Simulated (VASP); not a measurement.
# BN (P6_3mc) in VASP: further runs

The runs below take BN through single point, relaxation of cell and atoms, with PBEsol.

All numbers are computed with VASP 6.6.1; they aren't measurements. Logs are shortened: lines on timing, memory, paths and dates and some standing lists are left out, and cuts for length are marked.

## 1. The cell of the first run

Symmetry: P6_3mc, No. 186, hexagonal system. Conventional cell: a = 2.541 Å, b = 2.541 Å, c = 4.203 Å, α = 90.00°, β = 90.00°, γ = 120.00°. B (site symmetry 3m) has 4 N at 1.56 to 1.57 Å within 2.1 Å. Within 2.1 Å of N (site symmetry 3m) lie 4 B at 1.56 to 1.57 Å.

## 2. Single point, PBEsol

The input, INCAR:

```
PREC     = Accurate       # precision mode
ENCUT    = 520            # plane-wave cutoff, eV
EDIFF    = 1E-6           # SCF threshold, eV
ISMEAR   = 0              # smearing method
SIGMA    = 0.01           # smearing width, eV
LREAL    = False          # projectors in reciprocal space
LASPH    = True           # aspherical terms in the spheres
NELM     = 100            # most SCF steps
ALGO     = Normal         # electronic algorithm
ISIF     = 2              # what is computed and relaxed
LWAVE    = False          # write WAVECAR
LCHARG   = False          # write CHGCAR
GGA      = PS             # functional
NBANDS   = 16             # bands
```

The input, KPOINTS:

```
regular mesh
0
Gamma
  12 12 6
```

The input, POSCAR:

```
BN
1.0
    2.5409800287      0.0000000000      0.0000000000
   -1.2704900143      2.2005532553      0.0000000000
    0.0000000000      0.0000000000      4.2033980319
B N
2 2
Direct
    0.6666666667      0.3333333333      0.0002563230
    0.3333333333      0.6666666667      0.5002563230
    0.6666666667      0.3333333333      0.3747436770
    0.3333333333      0.6666666667      0.8747436770
```

Potentials or basis: VASP PAW PBE potentials, release 64 (B, N).

The run is started by

```
$ cat potpaw_PBE.64/B/POTCAR potpaw_PBE.64/N/POTCAR > POTCAR
$ mpirun -np 1 vasp_std > vasp.out
```

OUTCAR:

```text
PREC = Accurate
   ENCUT = 520
   EDIFF = 1E-6
   ISMEAR = 0
   LREAL = False
   LASPH = True
   NELM = 100
   ISIF = 2
   GGA = PS

 ion  position               nearest neighbor table
   1  0.667  0.333  0.000-   4 1.56   4 1.56   4 1.56   3 1.57
   2  0.333  0.667  0.500-   3 1.56   3 1.56   3 1.56   4 1.57
   3  0.667  0.333  0.375-   2 1.56   2 1.56   2 1.56   1 1.57
   4  0.333  0.667  0.875-   1 1.56   1 1.56   1 1.56   2 1.57

  LATTYP: Found a hexagonal cell.
 ALAT       =     2.5409800287
 C/A-ratio  =     1.6542428451

  Lattice vectors:

 A1 = (   2.5409800287,   0.0000000000,   0.0000000000)
 A2 = (  -1.2704900143,   2.2005532553,   0.0000000000)
 A3 = (   0.0000000000,   0.0000000000,   4.2033980319)

Analysis of symmetry for initial positions (statically):
=====================================================================
 Subroutine PRICEL returns:
 Original cell was already a primitive cell.

 Routine SETGRP: Setting up the symmetry group for a
 hexagonal supercell.

 Subroutine GETGRP returns: Found 12 space group operations
 (whereof  6 operations were pure point group operations)
 out of a pool of 24 trial point group operations.

The static configuration has the point symmetry C_3v.
 The point group associated with its full space group is C_6v.

Analysis of symmetry for dynamics (positions and initial velocities):
=====================================================================
 Subroutine PRICEL returns:
 Original cell was already a primitive cell.

 Routine SETGRP: Setting up the symmetry group for a
 hexagonal supercell.

 Subroutine GETGRP returns: Found 12 space group operations
 (whereof  6 operations were pure point group operations)
 out of a pool of 24 trial point group operations.

The dynamic configuration has the point symmetry C_3v.
 The point group associated with its full space group is C_6v.

 Subroutine INISYM returns: Found 12 space group operations
 (whereof  6 operations are pure point group operations),
 and found     1 'primitive' translations

----------------------------------------------------------------------------------------

                                     Primitive cell

  volume of cell :      23.5036

  direct lattice vectors                    reciprocal lattice vectors
[... 86 lines left out ...]
   LNONCOLLINEAR =      F non collinear calculations
   LSORBIT =      F    spin-orbit coupling
   LASPH  =      T    aspherical Exc in radial PAW
   ENCUT  =  520.0 eV  38.22 Ry    6.18 a.u.   4.72  4.72  7.82*2*pi/ulx,y,z
   NELM   =    100;   NELMIN=  2; NELMDL= -5     # of ELM steps
   EDIFF  = 0.1E-05   stopping-criterion for ELM
   LREAL  =      F    real-space projection
   EDIFFG = 0.1E-04   stopping-criterion for IOM
   NSW    =      0    number of steps for IOM
   IBRION =     -1    ionic relax: 0-MD 1-quasi-New 2-CG
   NFREE  =      0    steps in history (QN), initial steepest desc. (CG)
   ISIF   =      2    stress and relaxation
   ISYM   =      2    0-nonsym 1-usesym 2-fastsym
   POTIM  = 0.5000    time-step for ionic-motion
   TEBEG  =    0.0;   TEEND  =   0.0 temperature during run
   PSTRESS=    0.0 pullay stress
   NELECT =      16.0000    total number of electrons
   NUPDOWN=      -1.0000    fix difference up-down
   EMIN   =  10.00;   EMAX   =-10.00  energy-range for DOS
   EFERMI =   0.00;   METHOD = LEGACY
   ISMEAR =     0;   SIGMA  =   0.01  broadening in eV -4-tet -1-fermi 0-gaus
   EFERMI_NEDOS =   21; number of points for ismear=-14 and -15
   IALGO  =     38    algorithm
   IMIX   =      4    mixing-type and parameters
     AMIX     =   0.40;   BMIX     =  1.00
     AMIX_MAG =   1.60;   BMIX_MAG =  1.00
  volume/ion in A,a.u.               =       5.88        39.65
  Fermi-wavevector in a.u.,A,eV,Ry     =   1.440136  2.721463 28.218383  2.073993
  Thomas-Fermi vector in A             =   2.558914
   LORBIT       =      0    0 simple, 1 ext, 2 COOP (PROOUT), +10 PAW based schemes
   GGA     = PS    functional components
   LHFCALC =     F    Hartree Fock is set to
   AEXX    =    0.0000 exact exchange contribution
   IVDW    =     0    specifies the selected vdW correction
   LEPSILON=     F    determine dielectric tensor
   LRPA    =     F    only Hartree local field effects (RPA)
 non-spin polarized calculation
 Gauss-broadening in eV      SIGMA  =   0.01
  energy-cutoff  :      520.00
  volume of cell :       23.50
 maximum number of plane-waves:       652
 NGX is ok and might be reduce to    20
   NGX =  9   NGY =  9   NGZ = 15

 number of electron      16.0000000 magnetization

 Free energy of the ion-electron system (eV)
  ---------------------------------------------------
  ext. energy  EPLUGINS =         0.00000000
  ---------------------------------------------------
  free energy    TOTEN  =       -36.62577548 eV

  energy without entropy =      -36.62577548  energy(sigma->0) =      -36.62577548

 E-fermi :   7.6921     XC(G=0): -13.0324

 val. band max:        7.5887046288   @ k =   0.0000   0.0000   0.0000
 cond. band min:      12.5362517455   @ k =   0.3333   0.3333   0.0000
 fundamental gap:      4.9475471167
 Fermi energy:         7.6921060234

 k-point     1 :       0.0000    0.0000    0.0000
  band No.  band energies     occupation
      1     -12.9047      2.00000
      2      -8.6764      2.00000
      3      -3.4764      2.00000
      4       5.4415      2.00000
      5       5.4415      2.00000
      6       7.3076      2.00000
[... 433 lines left out ...]
      3      -1.3339      2.00000
      4       0.1295      2.00000
      5       1.5652      2.00000
      6       3.2378      2.00000
[... 8 lines left out ...]
     15      23.6373      0.00000
     16      23.8940      0.00000

 [... further k-points ...]
[... 5 lines left out ...]
  --------------------------------------------------------------------------------------
  -------------------------------------------------------------------------------------
  Total        0.0941831      0.0941831      0.0791258      0.0000000      0.0000000     -0.0000000
  in kB        6.4202195      6.4202195      5.3938029      0.0000000      0.0000000     -0.0000000
  external PRESSURE =       6.0780806 kB  Pullay stress =       0.0000000 kB

 VOLUME and BASIS-vectors are now :
 -----------------------------------------------------------------------------
  energy-cutoff  :      520.00
  volume of cell :       23.50
      direct lattice vectors                 reciprocal lattice vectors
     2.540980029  0.000000000  0.000000000     0.393548941  0.227215587  0.000000000
    -1.270490014  2.200553255  0.000000000     0.000000000  0.454431174  0.000000000
     0.000000000  0.000000000  4.203398032     0.000000000  0.000000000  0.237902762

 POSITION                                       TOTAL-FORCE (eV/Angst)
 -----------------------------------------------------------------------------------
      1.27049      0.73352      0.00108        -0.000000     -0.000000      0.005294
     -0.00000      1.46704      2.10278         0.000000     -0.000000      0.005294
      1.27049      0.73352      1.57520        -0.000000      0.000000     -0.005294
     -0.00000      1.46704      3.67690        -0.000000     -0.000000     -0.005294
 -----------------------------------------------------------------------------------
    total drift:                               -0.000000     -0.000000     -0.000441

  FREE ENERGIE OF THE ION-ELECTRON SYSTEM (eV)
  ---------------------------------------------------
  free  energy   TOTEN  =       -36.6257754771 eV

  energy  without entropy=      -36.6257754771  energy(sigma->0) =      -36.62577548
```

OSZICAR:

```text
N       E                     dE             d eps       ncg     rms          rms(c)
DAV:   1     0.356815825865E+02    0.35682E+02   -0.84245E+03  2440   0.979E+02
DAV:   2    -0.362682106589E+02   -0.71950E+02   -0.67700E+02  3448   0.228E+02
DAV:   3    -0.385395497971E+02   -0.22713E+01   -0.22658E+01  2816   0.371E+01
DAV:   4    -0.385449904164E+02   -0.54406E-02   -0.54403E-02  2896   0.207E+00
DAV:   5    -0.385450048991E+02   -0.14483E-04   -0.14483E-04  2768   0.985E-02    0.932E+00
DAV:   6    -0.368306573050E+02    0.17143E+01   -0.20334E+00  3088   0.129E+01    0.452E+00
DAV:   7    -0.366669674367E+02    0.16369E+00   -0.29712E-01  3112   0.433E+00    0.269E+00
DAV:   8    -0.366268854326E+02    0.40082E-01   -0.50202E-02  2992   0.173E+00    0.244E-01
DAV:   9    -0.366256940268E+02    0.11914E-02   -0.19835E-03  2816   0.500E-01    0.126E-01
DAV:  10    -0.366257742380E+02   -0.80211E-04   -0.25254E-04  2952   0.128E-01    0.198E-02
DAV:  11    -0.366257750695E+02   -0.83154E-06   -0.18614E-05  3072   0.399E-02    0.113E-02
DAV:  12    -0.366257754771E+02   -0.40759E-06   -0.25651E-06  2632   0.159E-02
   1 F= -.36625775E+02 E0= -.36625775E+02  d E =-.480388E-51
```

stdout:

```text
POSCAR found type information on POSCAR B N
 POSCAR found :  2 types and       4 ions
 scaLAPACK will be used
 -----------------------------------------------------------------------------
|                                                                             |
|                                                                             |
|     You enforced a specific xc type in the INCAR file but a different       |
|     I HOPE YOU KNOW WHAT YOU ARE DOING!                                     |
|                                                                             |
 -----------------------------------------------------------------------------

 LDA part: xc-table for (Slater+PW92), standard interpolation
 POSCAR, INCAR and KPOINTS ok, starting setup
 FFT: planning ... GRIDC
 FFT: planning ... GRID_SOFT
 FFT: planning ... GRID
 WAVECAR not read
 entering main loop
```

Wall time 16 s (1 thread of Intel Xeon Platinum 8375C at 2.90GHz (Ice Lake), shared host); peak memory 0.14 GiB.

Results:

* Free energy: -36.6258 eV
* Pressure: 0.6 GPa
* Largest force: 0.005 eV/Å
* Band gap on the k mesh: 4.95 eV, indirect (least direct gap 8.23 eV)

Forces in eV/Å, atoms in the order of the input:
```
B    0.000  0.000  0.005
B    0.000  0.000  0.005
N    0.000  0.000 -0.005
N    0.000  0.000 -0.005
```

Levels at points of the mesh, in eV from the valence-band top:
| k point | band 6 | band 7 | band 8 | band 9 | band 10 | band 11 |
| --- | --- | --- | --- | --- | --- | --- |
| (0.00, 0.00, 0.00) | -0.28 | 0.00 | 0.00 | 8.33 | 8.33 | 8.57 |
| (0.50, 0.00, 0.00) | -5.05 | -4.51 | -2.13 | 6.58 | 7.82 | 10.55 |
| (0.00, 0.00, 0.50) | -1.19 | -1.19 | -1.19 | 9.48 | 9.48 | 9.89 |
| (0.50, 0.00, 0.50) | -3.82 | -3.61 | -3.61 | 6.46 | 6.46 | 9.97 |

Caveat: the PAW data sets were made with another functional, which shifts forces and pressure a little. As with any semilocal functional, this PBEsol gap is likely too small.

(Part 1 of 2 ends here.)
